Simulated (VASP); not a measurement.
# Al2Au: single point with PBE

The system is Al2Au.

```
Al Au
1.0
     0.00000    3.00233    3.00233
     3.00233    0.00000    3.00233
     3.00233    3.00233    0.00000
Al Au
2 1
Cartesian
  1.5012 1.5012 1.5012
  4.5035 4.5035 4.5035
  0.0000 0.0000 0.0000
```

| Item | Value |
| --- | --- |
| Program | VASP 6.6.1 |
| Task | single point |
| Functional | PBE |
| Potentials or basis | VASP PAW PBE potentials, release 64 (Al, Au) |
| Cutoff | 520 eV |
| k mesh | 6 × 6 × 6 |
| Occupations | gaussian, width 0.1 eV |
| Spin | no spin polarisation |
| Dipole correction | no |
| Further INCAR settings | ALGO = Normal; EDIFF = 1e-06; NBANDS = 16 |

The pressure is 2.9 GPa.

Levels at points of the mesh, in eV from the Fermi level:
| k point | band 6 | band 7 | band 8 | band 9 | band 10 | band 11 | band 12 | band 13 |
| --- | --- | --- | --- | --- | --- | --- | --- | --- |
| (0.00, 0.00, 0.00) | -5.52 | 2.34 | 3.07 | 3.07 | 3.07 | 4.01 | 4.01 | 4.01 |
| (0.50, 0.00, 0.00) | -5.40 | -5.33 | 0.47 | 0.47 | 3.40 | 3.69 | 3.92 | 3.92 |
| (0.50, 0.50, 0.00) | -5.21 | -4.90 | -1.99 | -1.99 | 1.36 | 2.21 | 7.76 | 9.91 |

Run time: 6.7 s on 1 thread of Intel(R) Xeon(R) 6975P-C (Granite Rapids), with other jobs on the host, peak memory 0.18 GiB.

Caveat: spin-orbit coupling is left out, which moves the levels of the heavy elements.
